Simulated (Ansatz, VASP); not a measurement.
**Ca: VASP beside Ansatz**

INCAR

```
PREC = Accurate
ENCUT = 520
EDIFF = 1E-6
ISMEAR = 0
SIGMA = 0.1
LREAL = False
LASPH = True
NELM = 100
ALGO = Normal
ISIF = 2
LWAVE = False
LCHARG = False
GGA = PS
NBANDS = 11
```

The input KPOINTS:

```
regular mesh
0
Gamma
  12 12 12
```

POSCAR

```
Ca
1.0
    3.3667278009      0.0000000000      0.0000000000
    0.0000000000      3.3667278009      0.0000000000
    0.0000000000      0.0000000000      3.4190576460
Ca
1
Direct
    0.0000000000      0.0000000000      0.0000000000
```

Input for Ansatz:

```yaml
crystal:
  lattice:
    - [3.3667278009, 0.0, 0.0]
    - [0.0, 3.3667278009, 0.0]
    - [0.0, 0.0, 3.419057646]
  atoms:
    - { symbol: Ca, position: [0.0, 0.0, 0.0] }
basis:
  ecutwfc: 420
kpoints:
  mp_grid: { grid: [12, 12, 12] }
hamiltonian:
  xc: pbesol
scf:
  occupations: { method: gaussian, width: 0.1 }
output:
  forces: true
  stress: true
  eigenvalues: true
```

Alike in both runs: task single point; functional PBEsol; k mesh 12 × 12 × 12; occupations gaussian, width 0.1 eV; no spin polarisation.

|  | VASP | Ansatz |
| --- | --- | --- |
| version | VASP 6.6.1 | Ansatz 0.2.0 |
| potentials or method | VASP PAW PBE potentials, release 64 (Ca_sv), cutoff 520 eV | scalar-relativistic, plane waves, PAW |
| valence electrons in the cell | 10 | 10 |

|  | VASP | Ansatz | Ansatz less VASP |
| --- | --- | --- | --- |
| gap on the k mesh at the Fermi level (eV) | none | none | - |
| pressure (GPa) | 0.7 | 0.8 | +0.01 |
| traceless stress, the component that is largest in VASP (GPa) | -0.74 | -0.74 | +0.004 |

VASP's potentials were made for PBE, not for PBEsol. A gap of «none» marks a metal or a gap that the smearing closes.
